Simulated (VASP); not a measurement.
# Si in VASP: single point with r2SCAN

Aim: the single point of Si with r2SCAN.

Everything below comes from runs of VASP 6.6.1. Logs are shortened: lines on timing, memory, paths and dates and some standing lists are left out, and cuts for length are marked.

**1. The cell of the first run**

The cell holds a molecule in a box, 1 atom: a = 15.000 Å, b = 15.500 Å, c = 16.000 Å, α = 90.00°, β = 90.00°, γ = 90.00°.

**2. Single point, r2SCAN, collinear spin, ferromagnetic start**

POSCAR reads:

```
Si
1.0
   15.0000000000      0.0000000000      0.0000000000
    0.0000000000     15.5000000000      0.0000000000
    0.0000000000      0.0000000000     16.0000000000
Si
1
Direct
    0.5000000000      0.5000000000      0.5000000000
```

INCAR.step1 reads:

```
ALGO = Normal ; EDIFF = 1E-4
ENCUT = 520 ; GGA = PE
ISMEAR = 0 ; ISPIN = 2
ISYM = 0 ; LASPH = T
LCHARG = F ; LREAL = F
LWAVE = T ; MAGMOM = 2
NBANDS = 12 ; NELM = 150
PREC = Accurate ; SIGMA = 0.005
```

INCAR.step2 reads:

```
ALGO = Normal ; EDIFF = 1E-7
ENCUT = 520 ; ISIF = 2
ISMEAR = 0 ; ISPIN = 2
ISTART = 1 ; ISYM = 0
LASPH = T ; LCHARG = T
LELF = T ; LMIXTAU = T
LORBIT = 11 ; LREAL = F
LVHAR = T ; LWAVE = F
MAGMOM = 2 ; METAGGA = R2SCAN
NBANDS = 12 ; NELM = 150
PREC = Accurate ; SIGMA = 0.005
```

KPOINTS reads:

```
k-points
0
Gamma
  1 1 1
```

Potentials or basis: VASP PAW PBE potentials, release 64 (Si).

Command:

```sh
> cat potpaw_PBE.64/Si/POTCAR > POTCAR
> cp INCAR.step1 INCAR
> mpirun -np 1 vasp_gam > vasp.out
> cp INCAR.step2 INCAR
> mpirun -np 1 vasp_gam > vasp.out
```

OUTCAR:

```text
EDIFF = 1E-7
   ENCUT = 520
   ISIF = 2
   ISMEAR = 0
   ISPIN = 2
   ISTART = 1
   ISYM = 0
   LASPH = T
   LORBIT = 11
   LREAL = F
   METAGGA = R2SCAN
   NELM = 150
   PREC = Accurate

 ion  position               nearest neighbor table
   1  0.500  0.500  0.500-

IMPORTANT INFORMATION: All symmetrisations will be switched off!
NOSYMM: (Re-)initialisation of all symmetry stuff for point group C_1.

----------------------------------------------------------------------------------------

                                     Primitive cell

  volume of cell :    3720.0000

  direct lattice vectors                    reciprocal lattice vectors
    15.000000000  0.000000000  0.000000000     0.066666667  0.000000000  0.000000000
     0.000000000 15.500000000  0.000000000     0.000000000  0.064516129  0.000000000
     0.000000000  0.000000000 16.000000000     0.000000000  0.000000000  0.062500000

  length of vectors
    15.000000000 15.500000000 16.000000000     0.066666667  0.064516129  0.062500000

  position of ions in fractional coordinates (direct lattice)
     0.500000000  0.500000000  0.500000000

  ion indices of the primitive-cell ions
   primitive index   ion index
                 1           1

----------------------------------------------------------------------------------------

 KPOINTS: k-points

Automatic generation of k-mesh.
 Grid dimensions read from file:
 generate k-points for:    1    1    1

 Generating k-lattice:

  Cartesian coordinates                     Fractional coordinates (reciprocal lattice)
     0.066666667  0.000000000  0.000000000     1.000000000  0.000000000  0.000000000
     0.000000000  0.064516129  0.000000000     0.000000000  1.000000000  0.000000000
     0.000000000  0.000000000  0.062500000     0.000000000  0.000000000  1.000000000

  Length of vectors
     0.066666667  0.064516129  0.062500000

  Shift w.r.t. Gamma in fractional coordinates (k-lattice)
     0.000000000  0.000000000  0.000000000

 Subroutine IBZKPT returns following result:
 ===========================================

 Found      1 irreducible k-points:

 Following reciprocal coordinates:
            Coordinates               Weight
  0.000000  0.000000  0.000000      1.000000
   k-points           NKPTS =      1   k-points in BZ     NKDIM =      1   number of bands    NBANDS=     12
   number of dos      NEDOS =    301   number of ions     NIONS =      1
   total plane-waves  NPLWV = ******
   dimension x,y,z NGX =   112 NGY =  120 NGZ =  120
   dimension x,y,z NGXF=   224 NGYF=  240 NGZF=  240
   ions per type =               1
   NGX,Y,Z   is equivalent  to a cutoff of  12.41, 12.87, 12.47 a.u.
   NGXF,Y,Z  is equivalent  to a cutoff of  24.83, 25.74, 24.94 a.u.
 SYSTEM =  unknown system
   PREC   = accura    normal or accurate (medium, high low for compatibility)
   ISTART =      1    job   : 0-new  1-cont  2-samecut
   ICHARG =      0    charge: 1-file 2-atom 10-const
   ISPIN  =      2    spin polarized calculation?
   LNONCOLLINEAR =      F non collinear calculations
   LSORBIT =      F    spin-orbit coupling
   LASPH  =      T    aspherical Exc in radial PAW
   ENCUT  =  520.0 eV  38.22 Ry    6.18 a.u.  27.89 28.82 29.75*2*pi/ulx,y,z
   NELM   =    150;   NELMIN=  2; NELMDL=  0     # of ELM steps
   EDIFF  = 0.1E-06   stopping-criterion for ELM
   LREAL  =      F    real-space projection
   EDIFFG = 0.1E-05   stopping-criterion for IOM
   NSW    =      0    number of steps for IOM
   IBRION =     -1    ionic relax: 0-MD 1-quasi-New 2-CG
   NFREE  =      0    steps in history (QN), initial steepest desc. (CG)
   ISIF   =      2    stress and relaxation
   ISYM   =      0    0-nonsym 1-usesym 2-fastsym
   POTIM  = 0.5000    time-step for ionic-motion
   TEBEG  =    0.0;   TEEND  =   0.0 temperature during run
   PSTRESS=    0.0 pullay stress
   NELECT =       4.0000    total number of electrons
   NUPDOWN=      -1.0000    fix difference up-down
   EMIN   =  10.00;   EMAX   =-10.00  energy-range for DOS
   EFERMI =   0.00;   METHOD = LEGACY
   ISMEAR =     0;   SIGMA  =   0.01  broadening in eV -4-tet -1-fermi 0-gaus
   EFERMI_NEDOS =   21; number of points for ismear=-14 and -15
   IALGO  =     38    algorithm
   IMIX   =      4    mixing-type and parameters
     AMIX     =   0.40;   BMIX     =  1.00
     AMIX_MAG =   1.60;   BMIX_MAG =  1.00
  volume/ion in A,a.u.               =    3720.00     25103.80
  Fermi-wavevector in a.u.,A,eV,Ry     =   0.167718  0.316942  0.382724  0.028129
  Thomas-Fermi vector in A             =   0.873261
   LORBIT       =     11    0 simple, 1 ext, 2 COOP (PROOUT), +10 PAW based schemes
   METAGGA = R2SCAN    functional components
   LHFCALC =     F    Hartree Fock is set to
   AEXX    =    0.0000 exact exchange contribution
   IVDW    =     0    specifies the selected vdW correction
   LEPSILON=     F    determine dielectric tensor
   LRPA    =     F    only Hartree local field effects (RPA)
 spin polarized calculation
 Gauss-broadening in eV      SIGMA  =   0.01
  energy-cutoff  :      520.00
  volume of cell :     3720.00
 maximum number of plane-waves:     50071
 NGX is ok and might be reduce to   112
   NGX = 55   NGY = 57   NGZ = 59

 number of electron       4.0000000 magnetization       2.0001524

 Free energy of the ion-electron system (eV)
  ---------------------------------------------------
  ext. energy  EPLUGINS =         0.00000000
  ---------------------------------------------------
  free energy    TOTEN  =        -4.10436969 eV

  energy without entropy =       -4.10436969  energy(sigma->0) =       -4.10436969

 E-fermi :  -4.7853     XC(G=0):  -0.0690

 val. band max:       -4.8339644834   @ k =   0.0000   0.0000   0.0000
 cond. band min:      -4.0137779044   @ k =   0.0000   0.0000   0.0000
 fundamental gap:      0.8201865790
 Fermi energy:        -4.7853053635

 spin component 1

 k-point     1 :       0.0000    0.0000    0.0000
  band No.  band energies     occupation
      1     -11.6482      1.00000
      2      -4.8341      1.00000
      3      -4.8340      1.00000
      4      -4.0138      0.00000
      5      -0.0213      0.00000
      6       0.5317      0.00000
      7       0.6161      0.00000
      8       0.6320      0.00000
      9       0.6796      0.00000
     10       0.6871      0.00000
     11       0.7209      0.00000
     12       1.1800      0.00000
 Fermi energy:        -4.7853053635

 spin component 2

 k-point     1 :       0.0000    0.0000    0.0000
  band No.  band energies     occupation
      1      -9.7425      1.00000
      2      -3.5707      0.00000
      3      -2.0967      0.00000
      4      -2.0964      0.00000
      5       0.1027      0.00000
      6       0.6524      0.00000
      7       0.6943      0.00000
      8       0.7037      0.00000
      9       0.7288      0.00000
     10       0.7752      0.00000
     11       0.8843      0.00000
     12       1.2945      0.00000

------------------------ aborting loop because EDIFF is reached ----------------------------------------

  FORCE on cell =-STRESS in cart. coord.  units (eV):
  Direction    XX          YY          ZZ          XY          YZ          ZX
  --------------------------------------------------------------------------------------
  -------------------------------------------------------------------------------------
  Total       -0.0122147     -0.0125414     -0.0117890     -0.0001349     -0.0001976      0.0004515
  in kB       -0.0052608     -0.0054015     -0.0050774     -0.0000581     -0.0000851      0.0001944
  external PRESSURE =      -0.0052466 kB  Pullay stress =       0.0000000 kB

 VOLUME and BASIS-vectors are now :
 -----------------------------------------------------------------------------
  energy-cutoff  :      520.00
  volume of cell :     3720.00
      direct lattice vectors                 reciprocal lattice vectors
    15.000000000  0.000000000  0.000000000     0.066666667  0.000000000  0.000000000
     0.000000000 15.500000000  0.000000000     0.000000000  0.064516129  0.000000000
     0.000000000  0.000000000 16.000000000     0.000000000  0.000000000  0.062500000

 POSITION                                       TOTAL-FORCE (eV/Angst)
 -----------------------------------------------------------------------------------
      7.50000      7.75000      8.00000        -0.000000      0.000003      0.000008
 -----------------------------------------------------------------------------------
    total drift:                               -0.000000      0.000003      0.000008

  FREE ENERGIE OF THE ION-ELECTRON SYSTEM (eV)
  ---------------------------------------------------
  free  energy   TOTEN  =        -4.1043696924 eV

  energy  without entropy=       -4.1043696924  energy(sigma->0) =       -4.10436969

 total charge

# of ion       s       p       d       tot
------------------------------------------
    1        0.940   0.581   0.000   1.521

 magnetization (x)

# of ion       s       p       d       tot
------------------------------------------
    1        0.000   0.581   0.000   0.581
```

Run time: 23 min. Hardware: 1 thread of Intel Xeon 6975P-C (Granite Rapids), shared host; peak memory 4.5 GiB.

What came out:

| Item | Value |
| --- | --- |
| Free energy | -4.1044 eV |
| Gap between the frontier levels | 0.82 eV |
| Net moment | 2.00 μB per cell |
| Site moments | Si +0.58 μB |
| Valence electrons inside the program's atomic spheres | Si 1.52 |

Levels at points of the mesh, in eV from the valence-band top:
Spin up:
```csv
k point,band 1,band 2,band 3,band 4,band 5,band 6
"(0.00, 0.00, 0.00)",-6.81,0.00,0.00,0.82,4.81,5.37
```
Spin down:
| k point | band 1 | band 2 | band 3 | band 4 | band 5 |
| --- | --- | --- | --- | --- | --- |
| (0.00, 0.00, 0.00) | -4.91 | 1.26 | 2.74 | 2.74 | 4.94 |

Caveat: the PAW data sets were made with another functional, which shifts forces and pressure a little.
